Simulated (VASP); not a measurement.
# LiF (I4/mmm) in VASP: a series of runs, part 2 of 2

VASP 6.6.1.

## 5. Single point, r2SCAN (epitaxial xy strain +1.0%)

The input, POSCAR:

```
LiF
1.0
    0.0000000000      2.0148204549      1.9821533756
    2.0148204549      0.0000000000      1.9821533756
    2.0148204549      2.0148204549      0.0000000000
Li F
1 1
Direct
    0.0000000000      0.0000000000      0.0000000000
    0.5000000000      0.5000000000      0.5000000000
```

The input, INCAR.step1:

```
ALGO = Normal ; EDIFF = 1E-4
ENCUT = 520 ; GGA = PE
ISMEAR = 0 ; LASPH = True
LCHARG = False ; LREAL = False
LWAVE = True ; NBANDS = 12
NELM = 80 ; PREC = Accurate
SIGMA = 0.01
```

The input, INCAR.step2:

```
ALGO = Normal ; EDIFF = 1E-7
ENCUT = 520 ; ISIF = 2
ISMEAR = 0 ; ISTART = 1
LASPH = True ; LCHARG = False
LMIXTAU = True ; LREAL = False
LWAVE = False ; METAGGA = R2SCAN
NBANDS = 12 ; NELM = 80
PREC = Accurate ; SIGMA = 0.01
```

The input, KPOINTS:

```
k-points
0
Gamma
  10 10 10
```

Potentials or basis: VASP PAW PBE potentials, release 64 (Li_sv, F).

Started as:

```sh
$ cat potpaw_PBE.64/Li_sv/POTCAR potpaw_PBE.64/F/POTCAR > POTCAR
$ cp INCAR.step1 INCAR
$ mpirun -np 1 vasp_std > vasp.out
$ cp INCAR.step2 INCAR
$ mpirun -np 1 vasp_std > vasp.out
```

OUTCAR:

```text
EDIFF = 1E-7
   ENCUT = 520
   ISIF = 2
   ISMEAR = 0
   ISTART = 1
   LASPH = True
   LREAL = False
   METAGGA = R2SCAN
   NELM = 80
   PREC = Accurate

 ion  position               nearest neighbor table
   1  0.000  0.000  0.000-   2 1.98   2 1.98   2 2.01   2 2.01   2 2.01   2 2.01
   2  0.500  0.500  0.500-   1 1.98   1 1.98   1 2.01   1 2.01   1 2.01   1 2.01

  LATTYP: Found a body centered tetragonal cell.
 ALAT       =     2.8493864131
 C/A-ratio  =     1.3912843597

  Lattice vectors:

 A1 = (   0.0000000000,  -2.0148204549,  -1.9821533756)
[... 539 lines left out ...]
      8      18.9048      0.00000
      9      20.2686      0.00000
     10      21.2738      0.00000
     11      34.5948      0.00000
     12      34.9815      0.00000

 [... further k-points ...]
[... 5 lines left out ...]
  --------------------------------------------------------------------------------------
  -------------------------------------------------------------------------------------
  Total       -0.2403312     -0.2403312     -0.0783893      0.0000000      0.0000000     -0.0000000
  in kB      -23.9265883    -23.9265883     -7.8041867      0.0000000      0.0000000     -0.0000000
  external PRESSURE =     -18.5524544 kB  Pullay stress =       0.0000000 kB

 VOLUME and BASIS-vectors are now :
 -----------------------------------------------------------------------------
  energy-cutoff  :      520.00
  volume of cell :       16.09
      direct lattice vectors                 reciprocal lattice vectors
     0.000000000  2.014820455  1.982153376    -0.248161070  0.248161070  0.252250914
     2.014820455  0.000000000  1.982153376     0.248161070 -0.248161070  0.252250914
     2.014820455  2.014820455  0.000000000     0.248161070  0.248161070 -0.252250914

 POSITION                                       TOTAL-FORCE (eV/Angst)
 -----------------------------------------------------------------------------------
      0.00000      0.00000      0.00000         0.000000     -0.000000      0.000000
      2.01482      2.01482      1.98215         0.000000      0.000000      0.000000
 -----------------------------------------------------------------------------------
    total drift:                               -0.000000     -0.000000      0.000000

  FREE ENERGIE OF THE ION-ELECTRON SYSTEM (eV)
  ---------------------------------------------------
  free  energy   TOTEN  =       -11.9011997275 eV

  energy  without entropy=      -11.9011997275  energy(sigma->0) =      -11.90119973
```

OSZICAR.step1:

```text
N       E                     dE             d eps       ncg     rms          rms(c)
DAV:   1     0.326689786355E+02    0.32669E+02   -0.54780E+03  2544   0.855E+02
DAV:   2    -0.900447795688E+01   -0.41673E+02   -0.40812E+02  2936   0.191E+02
DAV:   3    -0.101331188737E+02   -0.11286E+01   -0.11263E+01  3236   0.274E+01
DAV:   4    -0.101433696487E+02   -0.10251E-01   -0.10250E-01  2788   0.279E+00
DAV:   5    -0.101434831783E+02   -0.11353E-03   -0.11353E-03  3216   0.222E-01    0.454E+00
DAV:   6    -0.962134209626E+01    0.52214E+00   -0.24768E+00  2760   0.980E+00    0.138E+00
DAV:   7    -0.962570533668E+01   -0.43632E-02   -0.18857E-02  3260   0.121E+00    0.857E-01
DAV:   8    -0.963245294705E+01   -0.67476E-02   -0.14823E-02  2984   0.126E+00    0.110E-01
DAV:   9    -0.963247324923E+01   -0.20302E-04   -0.93352E-04  2836   0.275E-01
   1 F= -.96324732E+01 E0= -.96324732E+01  d E =-.213261E-79
```

It took 67 s on 1 thread of Intel Xeon Platinum 8488C (Sapphire Rapids), shared host; peak memory 0.14 GiB.

Results:

- Free energy: -11.9012 eV
- Band gap on the k mesh: 10.40 eV, direct

Caveat: the cell differs from its parent crystal (epitaxial xy strain +1.0%); the cutoff is under 1.25 times the usual one of these potentials, so pressure, stress and relaxed cells hold a basis-set (Pulay) error; the PAW data sets were made with another functional, which shifts forces and pressure a little. A k mesh can miss the band edges.

## 6. Single point, r2SCAN (epitaxial xy strain +2.0%)

The input, POSCAR:

```
LiF
1.0
    0.0000000000      2.0347691723      1.9697370552
    2.0347691723      0.0000000000      1.9697370552
    2.0347691723      2.0347691723      0.0000000000
Li F
1 1
Direct
    0.0000000000      0.0000000000      0.0000000000
    0.5000000000      0.5000000000      0.5000000000
```

The input, INCAR.step1:

```
SYSTEM = LiF
ALGO = Normal ; EDIFF = 1E-4
ENCUT = 520 ; GGA = PE
ISMEAR = 0 ; LASPH = .True.
LCHARG = .False. ; LREAL = .False.
LWAVE = .True. ; NBANDS = 12
NELM = 60 ; PREC = Accurate
SIGMA = 0.01
```

The input, INCAR.step2:

```
SYSTEM = LiF
ALGO = Normal ; EDIFF = 1E-6
ENCUT = 520 ; ISIF = 2
ISMEAR = 0 ; ISTART = 1
LASPH = .True. ; LCHARG = .True.
LELF = .True. ; LMIXTAU = .True.
LREAL = .False. ; LVHAR = .True.
LWAVE = .False. ; METAGGA = R2SCAN
NBANDS = 12 ; NELM = 60
PREC = Accurate ; SIGMA = 0.01
```

The input, KPOINTS:

```
k-points
0
Gamma
  10 10 10
  0 0 0
```

Potentials or basis: VASP PAW PBE potentials, release 64 (Li_sv, F).

Started as:

```sh
$ cat potpaw_PBE.64/Li_sv/POTCAR potpaw_PBE.64/F/POTCAR > POTCAR
$ cp INCAR.step1 INCAR
$ mpirun -np 1 vasp_std > vasp.out
$ cp INCAR.step2 INCAR
$ mpirun -np 1 vasp_std > vasp.out
```

Run time: 53 s. Hardware: 1 thread of Intel Xeon Platinum 8488C (Sapphire Rapids), shared host; peak memory 0.14 GiB.

The run converged. Its results:

| Item | Value |
| --- | --- |
| Free energy | -11.8964 eV |
| Band gap on the k mesh | 10.25 eV, direct |

Levels at points of the mesh, in eV from the valence-band top:
```
           k point  band 3  band 4  band 5  band 6  band 7  band 8
(0.00, 0.00, 0.00)   -0.08    0.00    0.00   10.25   25.40   25.40
(0.50, 0.00, 0.00)   -2.52   -0.30   -0.24   11.81   18.12   20.11
(0.50, 0.50, 0.00)   -3.02   -1.10   -1.10   16.47   17.12   19.14
(0.50, 0.00, 0.50)   -3.04   -1.11   -0.90   15.85   17.59   19.09
```

Caveat: the cell differs from its parent crystal (epitaxial xy strain +2.0%); the cutoff is under 1.25 times the usual one of these potentials, so pressure, stress and relaxed cells hold a basis-set (Pulay) error; the PAW data sets were made with another functional, which shifts forces and pressure a little. A k mesh can miss the band edges.

## 7. The runs side by side

```csv
cell,gap on the mesh (eV)
"a = 2.811, b = 2.811, c = 2.737 Å, angles 60.9, 60.9, 58.3°, 2 atoms",10.86
"a = 2.814, b = 2.814, c = 2.765 Å, angles 60.6, 60.6, 58.9°, 2 atoms",10.76
"a = 2.817, b = 2.817, c = 2.793 Å, angles 60.3, 60.3, 59.4°, 2 atoms",10.65
"a = 2.826, b = 2.826, c = 2.849 Å, angles 59.7, 59.7, 60.5°, 2 atoms",10.40
"a = 2.832, b = 2.832, c = 2.878 Å, angles 59.5, 59.5, 61.1°, 2 atoms",10.25
```

Alike in all rows: task single point; level r2SCAN; potentials or basis VASP PAW PBE potentials, release 64 (Li_sv, F); no spin polarisation; k mesh 10 × 10 × 10; cutoff (eV) 520; smearing gaussian 0.01 eV.

Caveats: the cutoff is under 1.25 times the usual one of these potentials, so pressure, stress and relaxed cells hold a basis-set (Pulay) error; the PAW data sets were made with another functional, which shifts forces and pressure a little.

Absolute energies hang on the potentials; compare differences alone.
